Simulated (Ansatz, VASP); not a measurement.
**Mo in VASP and in Ansatz**

```
Mo
1.0
    -1.57642    1.57642    1.57642
     1.57642   -1.57642    1.57642
     1.57642    1.57642   -1.57642
Mo
1
Direct
  0.00000 0.00000 0.00000
```

Alike in both runs: task single point; functional r2SCAN; k mesh 23 × 23 × 23; occupations fermi-dirac, width 0.1 eV; no spin polarisation.

```csv
,VASP,Ansatz
version,VASP 6.6.1,Ansatz 0.2.0
potentials or method,"VASP PAW PBE potentials, release 64 (Mo_sv), cutoff 520 eV","plane waves (500 eV) with PAW, scalar-relativistic"
valence electrons in the cell,14,14
```

Ansatz gave:

* pressure (GPa): -0.5

Question: What did VASP give for the same quantities?

Answer: Pressure (GPa): 0.6.

VASP's potentials were made for PBE, not for r2SCAN.
